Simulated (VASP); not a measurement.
Here is a VASP 6.6.1 calculation.

Contents of INCAR:

```
SYSTEM = CuO
PREC = Accurate ; ENCUT = 520
EDIFF = 1E-6 ; ISMEAR = -1
SIGMA = 0.05 ; LREAL = .FALSE.
LASPH = .TRUE. ; NELM = 150
ALGO = Normal ; ISIF = 2
LWAVE = .FALSE. ; LCHARG = .FALSE.
LMAXMIX = 4 ; LDAU = .TRUE.
LDAUTYPE = 2 ; LDAUL = 2 -1
LDAUU = 5.3 0 ; LDAUJ = 0 0
LDAUPRINT = 1 ; GGA = PS
NBANDS = 25
```

File KPOINTS:

```
regular mesh
0
G
  9 9 5
  0 0 0
```

The input POSCAR:

```
CuO
1.0
    2.9128311379     -0.0073170619     -0.0008761747
    0.0322085254      2.9128453946     -0.0007737860
    0.0160790175      0.0160323444      5.1175740881
Cu O
2 2
Direct
    0.0000000000      0.5000000000      0.0000000000
    0.5000000000      0.0000000000      0.5000000000
    0.9988058605      0.0012338482      0.7499942765
    0.0011941395      0.9987661518      0.2500057235
```

Potentials or basis: VASP PAW PBE potentials, release 64 (Cu, O).

Command:

```sh
$ cat potpaw_PBE.64/Cu/POTCAR potpaw_PBE.64/O/POTCAR > POTCAR
$ mpirun -np 1 vasp_std > vasp.out
```

**Question.** Predict the band gap on the k mesh.

**Answer.** Zero (bands 17 and 18 overlap by 1.03 eV).

**Question.** Estimate the pressure.

**Answer.** -5.6 GPa.

Eigenvalues of the final occupation matrices:
| site | spin | trace | eigenvalues |
| --- | --- | --- | --- |
| site 1 d | 1 | 4.65 | 0.80 0.94 0.96 0.96 0.98 |
| site 1 d | 2 | 4.65 | 0.80 0.94 0.96 0.96 0.98 |
| site 2 d | 1 | 4.65 | 0.80 0.94 0.96 0.96 0.98 |
| site 2 d | 2 | 4.65 | 0.80 0.94 0.96 0.96 0.98 |

Caveat: the cell stands under tension; the PAW data sets were made with another functional, which shifts forces and pressure a little; U without spin polarisation on a metal has little footing.
